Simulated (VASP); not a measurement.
Set up this calculation in VASP 6.6.1, as the native input.

```yaml
Task: relaxation of cell and atoms
Functional: PBEsol
Potentials_or_basis: VASP PAW PBE potentials, release 64 (K_sv, In_d, P)
Cutoff: 600 eV
k_mesh: 4 × 4 × 4
Occupations: gaussian, width 0.0139 eV
Spin: no spin polarisation
Dipole_correction: no
Further_INCAR_settings: ALGO = Normal; EDIFF = 1e-06; IBRION = 2; EDIFFG = -0.01; NSW = 60; ISIF = 3
```

The structure of K4InP2 lies in POSCAR:

```
K4InP2
1.0
    2.8337970000      4.9082800000      0.0000000000
   -2.8337970000      4.9082800000      0.0000000000
    0.0000000000     -3.2721830000      8.9869290000
K In P
4 1 2
Direct
    0.3891000000      0.3891000000      0.1673000000
    0.6109000000      0.6109000000      0.8327000000
    0.2080000000      0.2080000000      0.6240000000
    0.7920000000      0.7920000000      0.3760000000
    0.0000000000      0.0000000000      0.0000000000
    0.0883000000      0.0883000000      0.2649000000
    0.9117000000      0.9117000000      0.7351000000
```

These files were run (other wordings do the same):

INCAR

```
ALGO = Normal
EDIFF = 1E-6
EDIFFG = -0.01
ENCUT = 600
GGA = PS
IBRION = 2
ISIF = 3
ISMEAR = 0
LASPH = True
LCHARG = False
LREAL = False
LWAVE = False
NELM = 60
NSW = 60
PREC = Accurate
SIGMA = 0.0139
```

KPOINTS

```
k-points
0
Gamma
  4 4 4
```

Potentials or basis: VASP PAW PBE potentials, release 64 (K_sv, In_d, P).

The run is started by

```console
$ cat potpaw_PBE.64/K_sv/POTCAR potpaw_PBE.64/In_d/POTCAR potpaw_PBE.64/P/POTCAR > POTCAR
$ mpirun -np 1 vasp_std > vasp.out
```

Results of the run:

```yaml
Relaxed_volume: 36.37 Å³/atom
Relaxed_cell: a = 5.700 Å, b = 5.700 Å, c = 9.629 Å, α = 107.21°, β = 107.21°, γ = 60.00°
Space_group_after_relaxing_to_0.1_Å: R-3m (No. 166)
Energy_gained_by_relaxing: 6.9 meV/atom
Ionic_steps: 19
Pressure_after_relaxing: 0.0 GPa
Largest_force_after_relaxing: 0.010 eV/Å
Band_gap_on_the_k_mesh: zero (an odd number of electrons rules out a gap without spin polarisation)
```

Caveat: the PAW data sets were made with another functional, which shifts forces and pressure a little; spin-orbit coupling is left out, which moves the levels of the heavy elements.

It took 29 min on 1 thread of Intel(R) Xeon(R) Platinum 8375C CPU @ 2.90GHz (Ice Lake), with other jobs on the host, peak memory 0.55 GiB.
